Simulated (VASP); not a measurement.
# GaN (F-43m) in VASP: further runs, part 2 of 2

VASP 6.6.1.

## (3) Single point, PBEsol (P replaced by N, lengths x 0.906, strained)

Input file INCAR:

```
ALGO = Normal
EDIFF = 1E-6
ENCUT = 520
GGA = PS
ISIF = 2
ISMEAR = 0
LASPH = T
LCHARG = F
LREAL = F
LWAVE = F
NBANDS = 16
NELM = 60
PREC = Accurate
SIGMA = 0.1
```

Input file KPOINTS:

```
k-points
0
Gamma
  14 14 14
```

Input file POSCAR:

```
GaN
1.0
    0.0000000000      2.4953213239      2.4953213239
    2.4953213239      0.0000000000      2.4953213239
    2.4953213239      2.4953213239      0.0000000000
Ga N
1 1
Direct
    0.0000000000      0.0000000000      0.0000000000
    0.7500000000      0.7500000000      0.7500000000
```

Potentials or basis: VASP PAW PBE potentials, release 64 (Ga_d, N).

Launch:

```console
cat potpaw_PBE.64/Ga_d/POTCAR potpaw_PBE.64/N/POTCAR > POTCAR
mpirun -np 1 vasp_std > vasp.out
```

OUTCAR:

```text
EDIFF = 1E-6
   ENCUT = 520
   GGA = PS
   ISIF = 2
   ISMEAR = 0
   LASPH = T
   LREAL = F
   NELM = 60
   PREC = Accurate

 ion  position               nearest neighbor table
   1  0.000  0.000  0.000-   2 2.16   2 2.16   2 2.16   2 2.16
   2  0.750  0.750  0.750-   1 2.16   1 2.16   1 2.16   1 2.16

  LATTYP: Found a face centered cubic cell.
 ALAT       =     4.9906426478

  Lattice vectors:

 A1 = (   0.0000000000,   2.4953213239,   2.4953213239)
 A2 = (   2.4953213239,   0.0000000000,   2.4953213239)
 A3 = (   2.4953213239,   2.4953213239,   0.0000000000)

Analysis of symmetry for initial positions (statically):
=====================================================================
 Subroutine PRICEL returns:
 Original cell was already a primitive cell.

 Routine SETGRP: Setting up the symmetry group for a
 face centered cubic supercell.

 Subroutine GETGRP returns: Found 24 space group operations
 (whereof 24 operations were pure point group operations)
 out of a pool of 48 trial point group operations.

The static configuration has the point symmetry T_d .

Analysis of symmetry for dynamics (positions and initial velocities):
=====================================================================
 Subroutine PRICEL returns:
 Original cell was already a primitive cell.

 Routine SETGRP: Setting up the symmetry group for a
 face centered cubic supercell.

 Subroutine GETGRP returns: Found 24 space group operations
 (whereof 24 operations were pure point group operations)
 out of a pool of 48 trial point group operations.

The dynamic configuration has the point symmetry T_d .

 Subroutine INISYM returns: Found 24 space group operations
 (whereof 24 operations are pure point group operations),
 and found     1 'primitive' translations

----------------------------------------------------------------------------------------

[... 105 lines left out ...]
   EMIN   =  10.00;   EMAX   =-10.00  energy-range for DOS
   EFERMI =   0.00;   METHOD = LEGACY
   ISMEAR =     0;   SIGMA  =   0.10  broadening in eV -4-tet -1-fermi 0-gaus
   EFERMI_NEDOS =   21; number of points for ismear=-14 and -15
   IALGO  =     38    algorithm
   IMIX   =      4    mixing-type and parameters
     AMIX     =   0.40;   BMIX     =  1.00
     AMIX_MAG =   1.60;   BMIX_MAG =  1.00
  volume/ion in A,a.u.               =      15.54       104.85
  Fermi-wavevector in a.u.,A,eV,Ry     =   1.364675  2.578862 25.338639  1.862337
  Thomas-Fermi vector in A             =   2.490970
   LORBIT       =      0    0 simple, 1 ext, 2 COOP (PROOUT), +10 PAW based schemes
   GGA     = PS    functional components
   LHFCALC =     F    Hartree Fock is set to
   AEXX    =    0.0000 exact exchange contribution
   IVDW    =     0    specifies the selected vdW correction
   LEPSILON=     F    determine dielectric tensor
   LRPA    =     F    only Hartree local field effects (RPA)
 non-spin polarized calculation
 Gauss-broadening in eV      SIGMA  =   0.10
  energy-cutoff  :      520.00
  volume of cell :       31.07
 maximum number of plane-waves:       872
 NGX is ok and might be reduce to    28
   NGX = 13   NGY = 13   NGZ = 13

 number of electron      18.0000004 magnetization

 Free energy of the ion-electron system (eV)
  ---------------------------------------------------
  ext. energy  EPLUGINS =         0.00000000
  ---------------------------------------------------
  free energy    TOTEN  =       -12.11714080 eV

  energy without entropy =      -12.11702425  energy(sigma->0) =      -12.11708253

 E-fermi :   2.4142     XC(G=0): -10.3531

 val. band max:        2.3156133887   @ k =   0.0000   0.0000   0.0000
 cond. band min:       3.0734901289   @ k =   0.0714   0.0000   0.0000
 fundamental gap:      0.7578767401
 Fermi energy:         2.4142217803

 k-point     1 :       0.0000    0.0000    0.0000
  band No.  band energies     occupation
      1     -11.4457      2.00000
      2     -11.1118      2.00000
      3     -11.1118      2.00000
      4     -11.1118      2.00000
      5     -10.9956      2.00000
      6     -10.9956      2.00000
[... 433 lines left out ...]
      3     -11.0715      2.00000
      4     -11.0132      2.00000
      5     -10.9827      2.00000
      6     -10.2912      2.00000
[... 8 lines left out ...]
     15      18.3259      0.00000
     16      19.0925      0.00000

 [... further k-points ...]
[... 5 lines left out ...]
  --------------------------------------------------------------------------------------
  -------------------------------------------------------------------------------------
  Total       -5.6021334     -5.6021334     -5.6021334      0.0000000      0.0000000     -0.0000000
  in kB     -288.8381807   -288.8381807   -288.8381807      0.0000000      0.0000000     -0.0000000
  external PRESSURE =    -288.8381807 kB  Pullay stress =       0.0000000 kB

 VOLUME and BASIS-vectors are now :
 -----------------------------------------------------------------------------
  energy-cutoff  :      520.00
  volume of cell :       31.07
      direct lattice vectors                 reciprocal lattice vectors
     0.000000000  2.495321324  2.495321324    -0.200374996  0.200374996  0.200374996
     2.495321324  0.000000000  2.495321324     0.200374996 -0.200374996  0.200374996
     2.495321324  2.495321324  0.000000000     0.200374996  0.200374996 -0.200374996

 POSITION                                       TOTAL-FORCE (eV/Angst)
 -----------------------------------------------------------------------------------
      0.00000      0.00000      0.00000        -0.000000     -0.000000     -0.000000
      3.74298      3.74298      3.74298         0.000000      0.000000      0.000000
 -----------------------------------------------------------------------------------
    total drift:                               -0.000001     -0.000001     -0.000001

  FREE ENERGIE OF THE ION-ELECTRON SYSTEM (eV)
  ---------------------------------------------------
  free  energy   TOTEN  =       -12.1171407997 eV

  energy  without entropy=      -12.1170242508  energy(sigma->0) =      -12.11708253
```

stdout:

```text
POSCAR found type information on POSCAR GaN
 POSCAR found :  2 types and       2 ions
 scaLAPACK will be used
 -----------------------------------------------------------------------------
|                                                                             |
|                                                                             |
|     You enforced a specific xc type in the INCAR file but a different       |
|     I HOPE YOU KNOW WHAT YOU ARE DOING!                                     |
|                                                                             |
 -----------------------------------------------------------------------------

 LDA part: xc-table for (Slater+PW92), standard interpolation
 POSCAR, INCAR and KPOINTS ok, starting setup
 FFT: planning ... GRIDC
 FFT: planning ... GRID_SOFT
 FFT: planning ... GRID
 WAVECAR not read
 entering main loop
```

Run time: 21 s. Hardware: 1 thread of Intel Xeon 6975P-C (Granite Rapids), shared host; peak memory 0.18 GiB.

What came out:

```
Free energy            : -12.1171 eV
Pressure               : -28.9 GPa
Band gap on the k mesh : zero (filled and empty bands touch)
```

Levels at points of the mesh, in eV from the Fermi level:
| k point | band 5 | band 6 | band 7 | band 8 | band 9 | band 10 | band 11 | band 12 | band 13 | band 14 |
| --- | --- | --- | --- | --- | --- | --- | --- | --- | --- | --- |
| (0.00, 0.00, 0.00) | -13.41 | -13.41 | -0.30 | -0.10 | -0.10 | -0.10 | 8.30 | 8.30 | 8.30 | 13.44 |
| (0.50, 0.00, 0.00) | -13.39 | -11.91 | -5.55 | -0.76 | -0.76 | 2.55 | 6.99 | 8.59 | 8.59 | 13.06 |
| (0.50, 0.50, 0.00) | -13.38 | -11.50 | -5.20 | -1.94 | -1.94 | 3.02 | 4.62 | 9.69 | 10.79 | 10.79 |

Caveat: the cell differs from its parent crystal (P replaced by N, lengths x 0.906, strained); the PAW data sets were made with another functional, which shifts forces and pressure a little.

## (4) Single point, PBEsol (P replaced by N, lengths x 0.906, strained)

Input file INCAR:

```
SYSTEM = GaN
ALGO = Normal
EDIFF = 1E-6
ENCUT = 600
GGA = PS
GGA_COMPAT = .False.
ISIF = 2
ISMEAR = 0
LASPH = .True.
LCHARG = .False.
LREAL = .False.
LWAVE = .False.
NBANDS = 16
NELM = 120
PREC = Accurate
SIGMA = 0.1
```

Input file KPOINTS:

```
k-points
0
Gamma
  6 6 6
  0 0 0
```

POSCAR is that of step 3.

Launch:

```console
cat potpaw_PBE.64/Ga_d/POTCAR potpaw_PBE.64/N/POTCAR > POTCAR
mpirun -np 1 vasp_std > vasp.out
```

Run time: 20 s. Hardware: 1 thread of AMD EPYC 7R13, shared host; peak memory 0.13 GiB.

It converged, with:

- Free energy: -12.1114 eV
- Pressure: -28.9 GPa
- Band gap on the k mesh: zero (filled and empty bands touch)

Levels at points of the mesh, in eV from the Fermi level:
```csv
k point,band 7,band 8,band 9,band 10,band 11,band 12
"(0.00, 0.00, 0.00)",-0.23,-0.03,-0.03,-0.03,8.37,8.37
"(0.50, 0.00, 0.00)",-5.49,-0.69,-0.69,2.61,7.05,8.65
"(0.50, 0.50, 0.00)",-5.13,-1.87,-1.87,3.08,4.68,9.76
```

Caveat: the k points lie up to 0.36 Å⁻¹ apart; the cell differs from its parent crystal (P replaced by N, lengths x 0.906, strained); the PAW data sets were made with another functional, which shifts forces and pressure a little.

## (5) Summary

```tsv
cell	k mesh	cutoff (eV)	gap on the mesh (eV)	pressure (GPa)
a = 3.636 Å, angles 60.0°, 2 atoms	14 × 14 × 14	520	none	-30.0
a = 3.529 Å, angles 60.0°, 2 atoms	14 × 14 × 14	520	none	-28.9
a = 3.529 Å, angles 60.0°, 2 atoms	6 × 6 × 6	600	none	-28.9
```

Alike in all rows: task single point; level PBEsol; potentials or basis VASP PAW PBE potentials, release 64 (Ga_d, N); no spin polarisation; smearing gaussian 0.1 eV.

Caveats: some runs use coarse meshes; the PAW data sets were made with another functional, which shifts forces and pressure a little.

Absolute energies hang on the potentials; compare differences alone.
